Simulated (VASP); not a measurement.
Here is a VASP 6.6.1 calculation.

The input INCAR:

```
ALGO = Normal ; EDIFF = 1E-6
ENCUT = 520 ; GGA = PS
ISIF = 2 ; ISMEAR = -1
LASPH = True ; LCHARG = False
LREAL = False ; LWAVE = False
NBANDS = 15 ; NELM = 60
PREC = Accurate ; SIGMA = 0.05
```

The input KPOINTS:

```
k-points
0
Gamma
  10 10 10
```

The input POSCAR:

```
CaO
1.0
    0.0000000000      2.4035556960      2.4035556960
    2.4035556960      0.0000000000      2.4035556960
    2.4035556960      2.4035556960      0.0000000000
Ca O
1 1
Direct
    0.0000000000      0.0000000000      0.0000000000
    0.5000000000      0.5000000000      0.5000000000
```

Potentials or basis: VASP PAW PBE potentials, release 64 (Ca_sv, O).

Launch:

```bash
$ cat potpaw_PBE.64/Ca_sv/POTCAR potpaw_PBE.64/O/POTCAR > POTCAR
$ mpirun -np 1 vasp_std > vasp.out
```

Q: What does it give for the band gap on the k mesh?

A: 3.53 eV, indirect (least direct gap 3.91 eV).

Q: What does it give for the pressure?

A: -2.2 GPa.

Caveat: the PAW data sets were made with another functional, which shifts forces and pressure a little. Expect the measured gap to be larger: semilocal functionals such as PBEsol lack the derivative discontinuity.
